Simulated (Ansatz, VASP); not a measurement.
# PbO in VASP and in Ansatz

File INCAR:

```
SYSTEM = PbO
ALGO = Normal
EDIFF = 1E-7
ENCUT = 520
GGA = PE
ISIF = 2
ISMEAR = 0
LASPH = .TRUE.
LCHARG = .FALSE.
LREAL = .FALSE.
LWAVE = .FALSE.
NBANDS = 50
NELM = 100
PREC = Accurate
SIGMA = 0.01
```

Contents of KPOINTS:

```
k-points
0
G
  4 6 6
  0 0 0
```

The input POSCAR:

```
PbO
1.0
    5.9308942866      0.0000000000      0.0000000000
    0.0000000000      5.5012429525      0.0000000000
    0.0000000000      0.0000000000      4.7082397319
Pb O
4 4
Direct
    0.2297947602     -0.0107543680      0.2500000000
    0.7702052398      1.0107543680      0.7500000000
    0.2297947602      0.5107543680      0.7500000000
    0.7702052398      0.4892456320      0.2500000000
    0.8668889111      0.0925092233      0.2500000000
    0.1331110889      0.9074907767      0.7500000000
    0.8668889111      0.4074907767      0.7500000000
    0.1331110889      0.5925092233      0.2500000000
```

Input for Ansatz:

```yaml
crystal:
  lattice:
    - [5.9308942866, 0.0, 0.0]
    - [0.0, 5.5012429525, 0.0]
    - [0.0, 0.0, 4.7082397319]
  atoms:
    - { symbol: Pb, position: [0.2297947602, -0.010754368, 0.25] }
    - { symbol: Pb, position: [0.7702052398, 1.010754368, 0.75] }
    - { symbol: Pb, position: [0.2297947602, 0.510754368, 0.75] }
    - { symbol: Pb, position: [0.7702052398, 0.489245632, 0.25] }
    - { symbol: O, position: [0.8668889111, 0.0925092233, 0.25] }
    - { symbol: O, position: [0.1331110889, 0.9074907767, 0.75] }
    - { symbol: O, position: [0.8668889111, 0.4074907767, 0.75] }
    - { symbol: O, position: [0.1331110889, 0.5925092233, 0.25] }
kpoints:
  mp_grid: { grid: [4, 6, 6] }
  band_path:
    path:
      - [0.0, 0.0, 0.0]
      - [0.5, 0.0, 0.0]
      - [0.5, 0.5, 0.0]
      - [0.0, 0.5, 0.0]
      - [0.0, 0.0, 0.5]
      - [0.5, 0.0, 0.5]
      - [0.5, 0.5, 0.5]
      - [0.0, 0.5, 0.5]
      - [-0.5, 0.434896, 0.364583]
      - [0.5, 0.5, 0.35]
    npoints: 1
hamiltonian:
  xc: pbe
scf:
  occupations: { method: fixed }
  n_extra_bands: 6
output:
  forces: true
  stress: true
  eigenvalues: true
```

Alike in both runs: task single point; functional PBE; k mesh 4 × 6 × 6; no spin polarisation.

```csv
,VASP,Ansatz
version,VASP 6.6.1,Ansatz 0.2.0
potentials or method,"VASP PAW PBE potentials, release 64 (Pb_d, O)","plane waves, PAW"
plane-wave cutoff (eV),520,420
occupations,"gaussian, width 0.01 eV",fixed
valence electrons in the cell,80,80
```

```csv
,VASP,Ansatz,Ansatz less VASP
gap on the k mesh at the Fermi level (eV),2.14,2.14,+0.003
pressure (GPa),4.7,4.6,-0.07
"traceless stress, the component that is largest in VASP (GPa)",0.20,0.19,-0.015
rms of the force components (eV/Å),0.200,0.181,-0.0191
```

Atom by atom the forces differ by 0.019 eV/Å (rms over components).

Neither program's run includes spin-orbit coupling.
